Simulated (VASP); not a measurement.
A run of VASP 6.6.1:

File INCAR:

```
SYSTEM = Ti
ALGO = Normal
EDIFF = 1E-6
ENCUT = 500
GGA = PE
GGA_COMPAT = .False.
ISIF = 2
ISMEAR = 0
IVDW = 12
LASPH = .True.
LCHARG = .False.
LREAL = .False.
LWAVE = .False.
NBANDS = 25
NELM = 120
PREC = Accurate
SIGMA = 0.1
```

Contents of KPOINTS:

```
k-points
0
Gamma
  6 6 6
  0 0 0
```

Contents of POSCAR:

```
Ti
1.0
    4.5673748306      0.0000000000      0.0000000000
   -2.2836874153      3.9554626319      0.0000000000
    0.0000000000      0.0000000000      2.8262442700
Ti
3
Direct
    0.0000000000      0.0000000000      0.0000000000
    0.3333333333      0.6666666667      0.5000000000
    0.6666666667      0.3333333333      0.5000000000
```

Potentials or basis: VASP PAW PBE potentials, release 64 (Ti_sv).

Command:

```bash
$ cat potpaw_PBE.64/Ti_sv/POTCAR > POTCAR
$ mpirun -np 1 vasp_std > vasp.out
```

Hardware: 1 thread of Intel Xeon 8259CL (shared host).

Question: How long does it take, and how much memory?

Answer: It took 56 s on 1 thread of Intel Xeon 8259CL, with other jobs on the host, peak memory 0.19 GiB. Counts: scf iterations 14, k points 28.
